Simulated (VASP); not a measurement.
Write the native input for VASP 6.6.1 that does the following.

| Item | Value |
| --- | --- |
| Task | relaxation of shape and atoms at fixed volume |
| Functional | PBEsol |
| Potentials or basis | VASP PAW PBE potentials, release 64 (Be) |
| Cutoff | 600 eV |
| k mesh | 24 × 24 × 12 |
| Occupations | gaussian, width 0.1 eV |
| Spin | no spin polarisation |
| Dipole correction | no |
| Further INCAR settings | ALGO = Fast; EDIFF = 1e-06; IBRION = 2; EDIFFG = -0.01; NSW = 50; ISIF = 4 |

The structure of Be lies in POSCAR:

```
Be
1.0
    2.2343827384      0.0000000000      0.0000000000
   -1.1171913692      1.9350322132      0.0000000000
    0.0000000000      0.0000000000      3.5172727497
Be
2
Direct
    0.3333333333      0.6666666667      0.2500000000
    0.6666666667      0.3333333333      0.7500000000
```

These files were run (other wordings do the same):

INCAR

```
  ALGO = Fast
  EDIFF = 1E-6
  EDIFFG = -0.01
  ENCUT = 600
  GGA = PS
  IBRION = 2
  ISIF = 4
  ISMEAR = 0
  LASPH = T
  LCHARG = F
  LREAL = F
  LWAVE = F
  NELM = 80
  NSW = 50
  PREC = Accurate
  SIGMA = 0.1
```

KPOINTS

```
k-points
0
Gamma
  24 24 12
```

Potentials or basis: VASP PAW PBE potentials, release 64 (Be).

Launch:

```sh
$ cat potpaw_PBE.64/Be/POTCAR > POTCAR
$ mpirun -np 1 vasp_std > vasp.out
```

Results of the run:

| Quantity | Value |
| --- | --- |
| Energy gained by relaxing | 0.0 meV/atom |
| Ionic steps | 2 |
| Pressure after relaxing | 4.4 GPa |
| Band gap on the k mesh | zero (bands 2 and 3 overlap by 2.12 eV) |

Caveat: the PAW data sets were made with another functional, which shifts forces and pressure a little.

Wall time 15 s on 1 thread of Intel(R) Xeon(R) 6975P-C (Granite Rapids), on a shared host, peak memory 0.16 GiB.
